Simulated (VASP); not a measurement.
A run of VASP 6.6.1:

INCAR

```
PREC     = Accurate       # precision mode
ENCUT    = 520            # plane-wave cutoff, eV
EDIFF    = 1E-8           # SCF threshold, eV
ISMEAR   = -1             # smearing method
SIGMA    = 0.02           # smearing width, eV
LREAL    = Auto         
LASPH    = True           # aspherical terms in the spheres
NELM     = 80             # most SCF steps
ALGO     = Normal         # electronic algorithm
ISIF     = 2              # what is computed and relaxed
LWAVE    = False          # write WAVECAR
LCHARG   = False          # write CHGCAR
GGA      = PE             # functional
LEFG     = True         
NELECT   = 129.0        
NBANDS   = 82             # bands
```

Contents of KPOINTS:

```
Automatic mesh
0
Gamma
  4 4 3
```

Contents of POSCAR:

```
SiO2
1.0
    6.8575811700      0.0000000000      0.0000000000
    0.0000000000      6.8575811700      0.0000000000
    0.0000000000      0.0000000000      7.0330712900
Si O
8 16
Direct
    0.2058192100      0.4510069400      0.9491785700
    0.0489930600      0.2941807900      0.5508214300
    0.9510069400      0.7058192100      0.5508214300
    0.4510069400      0.7941807900      0.0508214300
    0.7941807900      0.5489930600      0.9491785700
    0.7058192100      0.0489930600      0.4491785700
    0.2941807900      0.9510069400      0.4491785700
    0.5489930600      0.2058192100      0.0508214300
    0.1569431900      0.8180152000      0.5832383000
    0.3430568100      0.3180152000      0.0832383000
    0.6569431900      0.6819848000      0.0832383000
    0.0000000000      0.5000000000      0.0502808900
    0.1607908700      0.3392091300      0.7500000000
    0.5000000000      0.0000000000      0.9497191100
    0.6819848000      0.3430568100      0.9167617000
    0.3180152000      0.6569431900      0.9167617000
    0.0000000000      0.5000000000      0.4497191100
    0.8430568100      0.1819848000      0.5832383000
    0.5000000000      0.0000000000      0.5502808900
    0.1819848000      0.1569431900      0.4167617000
    0.8180152000      0.8430568100      0.4167617000
    0.6607908700      0.1607908700      0.2500000000
    0.3392091300      0.8392091300      0.2500000000
    0.8392091300      0.6607908700      0.7500000000
```

Potentials or basis: VASP PAW PBE potentials, release 64 (Si, O).

The run is started by

```sh
$ cat potpaw_PBE.64/Si/POTCAR potpaw_PBE.64/O/POTCAR > POTCAR
$ mpirun -np 1 vasp_std > vasp.out
```

Hardware: 1 thread of Oxide Virtual Turin-like Processor (shared host).

Estimate the wall time of this run.

Wall time 13 min on 1 thread of Oxide Virtual Turin-like Processor, on a shared host, peak memory 0.47 GiB. Counts: scf iterations 20, k points 12.
